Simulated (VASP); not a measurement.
Write the native input for VASP 6.6.1 that does the following.

```yaml
Task: single point
Functional: PBEsol
Potentials_or_basis: VASP PAW PBE potentials, release 64 (C, Si, H)
Cutoff: 520 eV
k_mesh: 4 × 8 × 1
Occupations: gaussian, width 0.05 eV
Spin: no spin polarisation
Dipole_correction: yes
Further_INCAR_settings: LREAL = Auto; ALGO = Normal; EDIFF = 1e-07; NBANDS = 45
```

The structure of Si3H2C4 lies in POSCAR:

```
Si3H2C4
1.0
    6.1612406585      0.0000000000      0.0000000000
    0.0000000000      3.0806203293      0.0000000000
    0.0000000000      0.0000000000     20.0373883794
C Si H
8 6 4
Direct
    0.5000000000      0.5000000000      0.2321862369
    0.0000000000      0.5000000000      0.2321862369
    0.7500000000      0.0000000000      0.3408993827
    0.2500000000      0.0000000000      0.3408993827
   -0.0030845247      0.5000000000      0.4585056198
    0.5025344794      0.5000000000      0.4393701591
    0.3882415188      0.0000000000      0.5395091369
    0.6113304144      0.0000000000      0.5467955156
    0.2500000000      0.5000000000      0.2865428098
    0.7500000000      0.5000000000      0.2865428098
    0.5007931218      0.0000000000      0.3905969197
   -0.0017190108      0.0000000000      0.3987726949
    0.7211506902      0.5000000000      0.5056746813
    0.2734664829      0.5000000000      0.5017867513
    0.5000000000      0.2248963861      0.1983620084
    0.5000000000      0.7751036139      0.1983620084
    0.0000000000      0.7747262802      0.1982371399
    0.0000000000      0.2252737198      0.1982371399
```

These files were run (other wordings do the same):

INCAR

```
PREC = Accurate ; ENCUT = 520
EDIFF = 1E-7 ; ISMEAR = 0
SIGMA = 0.05 ; LREAL = Auto
LASPH = True ; NELM = 100
ALGO = Normal ; ISIF = 2
LWAVE = False ; LCHARG = True
LDIPOL = True ; IDIPOL = 3
DIPOL = 0.5 0.5 0.350 ; GGA = PS
LELF = True ; LVHAR = True
LVACPOTAV = True ; NBANDS = 45
```

KPOINTS

```
Automatic mesh
0
Gamma
  4 8 1
```

Potentials or basis: VASP PAW PBE potentials, release 64 (C, Si, H).

Run with:

```sh
$ cat potpaw_PBE.64/C/POTCAR potpaw_PBE.64/Si/POTCAR potpaw_PBE.64/H/POTCAR > POTCAR
$ mpirun -np 1 vasp_std > vasp.out
```

Results of the run:

* Largest force: 1.181 eV/Å
* Band gap on the k mesh: zero (bands 30 and 31 overlap by 0.09 eV)

Caveat: the PAW data sets were made with another functional, which shifts forces and pressure a little.

It took 5.9 min on 1 thread of AMD EPYC 9R45 96-Core Processor (Zen 5), on a shared host, peak memory 0.48 GiB.
